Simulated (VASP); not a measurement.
The system is Be4Os.

```
Be Os
1.0
     2.24663   -4.13967    0.00000
     2.24663    4.13967    0.00000
     0.00000    0.00000    4.54394
Be Os
8 2
Cartesian
  1.5077 -1.0846 3.7839
  2.9856 1.0846 3.7839
  3.7543 -1.0846 3.0320
  2.9856 -1.0846 0.7600
  3.7543 1.0846 1.5120
  1.5077 1.0846 0.7600
  0.7390 -1.0846 1.5120
  0.7390 1.0846 3.0320
  0.0000 0.0000 0.0000
  2.2466 0.0000 2.2720
```

* Program: VASP 6.6.1
* Task: relaxation of cell and atoms
* Functional: PBE
* Potentials or basis: VASP PAW PBE potentials, release 64 (Be, Os)
* Cutoff: 600 eV
* k mesh: 4 × 4 × 4
* Occupations: gaussian, width 0.1 eV
* Spin: no spin polarisation

At the start: pressure 81.3 GPa; volume 8.45 Å³/atom.

Problem. How do energy, volume and symmetry change on relaxing?

Solution. Over 58 steps the energy falls by 1353.7 meV/atom and the volume is 9.29 Å³/atom (+9.9 %); space group I4/mmm (No. 139, to 0.05 Å).

The path:
| step | energy change (eV) | largest force (eV/Å) | pressure (GPa) | volume (Å³) |
| --- | --- | --- | --- | --- |
| 1 | 0.0000 | 3.4778 | 81.34 | 84.52 |
| 3 | -6.7567 | 0.5058 | -1.38 | 113.94 |
| 5 | -6.7646 | 0.4598 | 0.45 | 112.51 |
| 7 | -7.0317 | 0.2615 | 1.06 | 114.22 |
| 9 | -7.3166 | 0.4712 | -0.63 | 116.37 |
| 11 | -7.6310 | 1.0168 | -3.34 | 120.03 |
| 13 | -7.8777 | 1.0966 | -3.72 | 119.43 |
| 15 | -8.6712 | 1.0791 | -0.20 | 112.96 |
| 17 | -9.5661 | 1.5258 | 7.30 | 103.19 |
| 19 | -9.5565 | 2.5406 | 4.90 | 100.72 |
| 21 | -10.2539 | 1.3781 | 1.82 | 102.94 |
| 23 | -10.4728 | 0.8252 | -13.43 | 111.00 |
| 25 | -10.9543 | 0.5211 | -6.14 | 104.66 |
| 27 | -11.2285 | 0.3572 | 0.40 | 98.86 |
| 29 | -11.3486 | 0.2768 | 0.08 | 98.22 |
| 31 | -11.4184 | 1.5175 | -4.53 | 100.11 |
| 33 | -11.5270 | 0.8604 | -3.79 | 99.36 |
| 35 | -11.9677 | 1.2903 | -2.21 | 97.12 |
| 37 | -8.1314 | 2.8642 | 54.55 | 81.19 |
| 39 | -11.2205 | 2.2635 | 23.84 | 87.24 |
| 41 | -11.9397 | 2.2654 | 12.11 | 91.00 |
| 43 | -11.9487 | 2.2087 | 13.20 | 90.59 |
| 45 | -12.0430 | 1.9855 | 13.05 | 90.62 |
| 47 | -12.4667 | 1.6289 | 7.90 | 92.17 |
| 49 | -13.1603 | 0.5729 | -7.79 | 98.49 |
| 51 | -13.4107 | 0.3762 | -3.42 | 95.03 |
| 53 | -13.4835 | 0.2584 | 1.15 | 92.12 |
| 55 | -13.5251 | 0.1283 | 0.07 | 92.70 |
| 57 | -13.5345 | 0.0841 | -0.29 | 92.85 |
| 58 | -13.5371 | 0.0330 | -0.46 | 92.90 |

Final structure:
```yaml
crystal:
  lattice:
    - [1.80290, -3.59259, 0.00000]
    - [1.80290, 3.59259, 0.00000]
    - [0.00000, 0.00000, 7.17137]
  atoms:
    - { symbol: Be, position: [0.65418, 0.34850, 0.84847] }
    - { symbol: Be, position: [0.34582, 0.65150, 0.84847] }
    - { symbol: Be, position: [0.15418, 0.84850, 0.65153] }
    - { symbol: Be, position: [0.65150, 0.34582, 0.15153] }
    - { symbol: Be, position: [0.84850, 0.15418, 0.34847] }
    - { symbol: Be, position: [0.34850, 0.65418, 0.15153] }
    - { symbol: Be, position: [0.15150, 0.84582, 0.34847] }
    - { symbol: Be, position: [0.84582, 0.15150, 0.65153] }
    - { symbol: Os, position: [0.00000, 0.00000, 0.00000] }
    - { symbol: Os, position: [0.50000, 0.50000, 0.50000] }
```

Caveat: the k points lie up to 0.49 Å⁻¹ apart in the final cell.
